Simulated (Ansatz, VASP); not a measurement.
**One calculation of MgO, two programs**

```
Mg O
1.0
     0.00000    2.13515    2.13515
     2.13515    0.00000    2.13515
     2.13515    2.13515    0.00000
Mg O
1 1
Direct
  0.00000 0.00000 0.00000
  0.50000 0.50000 0.50000
```

Alike in both runs: task single point; functional LDA; k mesh 10 × 10 × 10; occupations gaussian, width 0.05 eV; no spin polarisation.

|  | VASP | Ansatz |
| --- | --- | --- |
| version | VASP 6.6.1 | Ansatz 0.2.0 |
| potentials or method | VASP PAW LDA potentials, release 64 (Mg_sv, O), cutoff 750 eV | scalar-relativistic, plane waves, PAW |
| valence electrons in the cell | 16 | 16 |

```csv
,VASP,Ansatz,Ansatz less VASP
gap on the k mesh at the Fermi level (eV),4.28,4.27,-0.016
least direct gap on the mesh (eV),4.28,4.27,-0.016
pressure (GPa),-11.7,-11.6,+0.15
```

LDA's correlation is that of Perdew and Zunger in VASP and of Perdew and Wang (1992) in Ansatz.
